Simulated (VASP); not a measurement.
HfB:

```xyz
2
Lattice="0.0000 2.3404 2.3404 2.3404 0.0000 2.3404 2.3404 2.3404 0.0000" Properties=species:S:1:pos:R:3 pbc="T T T"
Hf    2.3404    2.3404    2.3404
B     0.0000    0.0000    0.0000
```

Base run:

| Property | Result |
| --- | --- |
| Program | VASP 6.6.1 |
| Functional | r2SCAN |
| Potentials or basis | VASP PAW PBE potentials, release 64 (Hf_pv, B) |
| Cutoff | 520 eV |
| k mesh | 10 × 10 × 10 |
| Occupations | fermi-dirac, width 0.05 eV |
| Spin | no spin polarisation |

Its results: pressure 19.2 GPa.

**Question.** The run is repeated on the same cell with these changes: functional from r2SCAN to PBE. What comes out?

**Answer.** Pressure 20.2 GPa.

Caveats: the PAW data sets were made with another functional, which shifts forces and pressure a little (some runs).
